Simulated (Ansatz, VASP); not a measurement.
# CdS in VASP and in Ansatz

INCAR

```
SYSTEM = CdS
ALGO     = Normal         ! electronic algorithm
EDIFF    = 1E-6           ! SCF threshold, eV
ENCUT    = 520            ! plane-wave cutoff, eV
ISIF     = 2              ! what is computed and relaxed
ISMEAR   = 0              ! smearing method
LASPH    = .True.         ! aspherical terms in the spheres
LCHARG   = .True.         ! write CHGCAR
LELF     = .True.         ! ELF
LREAL    = .False.        ! projectors in reciprocal space
LVHAR    = .True.       
LWAVE    = .False.        ! write WAVECAR
NBANDS   = 26             ! bands
NELM     = 100            ! most SCF steps
PREC     = Accurate       ! precision mode
SIGMA    = 0.01           ! smearing width, eV
```

Contents of KPOINTS:

```
k-points
0
Gamma
  12 12 4
  0 0 0
```

File POSCAR:

```
CdS
1.0
    4.1646212874      0.0000000000      0.0000000000
   -2.0823106437      3.6066678320      0.0000000000
    0.0000000000      0.0000000000      6.7659752894
Cd S
2 2
Direct
    0.3333333333      0.6666666667     -0.0009650946
    0.6666666667      0.3333333333      0.4990349054
    0.3333333333      0.6666666667      0.3759650946
    0.6666666667      0.3333333333      0.8759650946
```

Input for Ansatz:

```yaml
crystal:
  lattice:
    - [4.1646212874, 0.0, 0.0]
    - [-2.0823106437, 3.606667832, 0.0]
    - [0.0, 0.0, 6.7659752894]
  atoms:
    - { symbol: Cd, position: [0.3333333333, 0.6666666667, -0.0009650946] }
    - { symbol: Cd, position: [0.6666666667, 0.3333333333, 0.4990349054] }
    - { symbol: S, position: [0.3333333333, 0.6666666667, 0.3759650946] }
    - { symbol: S, position: [0.6666666667, 0.3333333333, 0.8759650946] }
kpoints:
  mp_grid: { grid: [12, 12, 4] }
  band_path:
    path:
      - [0.0, 0.0, 0.0]
      - [0.5, 0.0, 0.0]
      - [0.3333333333, 0.3333333333, 0.0]
      - [0.0, 0.0, 0.5]
      - [0.5, 0.0, 0.5]
      - [0.3333333333, 0.3333333333, 0.5]
    npoints: 1
hamiltonian:
  xc: lda
scf:
  occupations: { method: fixed }
  n_extra_bands: 5
output:
  forces: true
  stress: true
  eigenvalues: true
```

Alike in both runs: task single point; functional LDA; k mesh 12 × 12 × 4; no spin polarisation.

```csv
,VASP,Ansatz
version,VASP 6.6.1,Ansatz 0.2.0
potentials or method,"VASP PAW LDA potentials, release 64 (Cd, S)","plane waves, PAW"
plane-wave cutoff (eV),520,420
occupations,"gaussian, width 0.01 eV",fixed
valence electrons in the cell,36,52
```

```csv
,VASP,Ansatz,Ansatz less VASP
gap on the k mesh at the Fermi level (eV),0.91,0.89,-0.026
pressure (GPa),-3.3,-3.7,-0.39
"traceless stress, the component that is largest in VASP (GPa)",0.08,0.08,+0.003
```

LDA's correlation is that of Perdew and Zunger in VASP and of Perdew and Wang (1992) in Ansatz. VASP's potentials hold 36 valence electrons a cell and Ansatz's 52, so a difference there can come from the potentials and not from the codes.
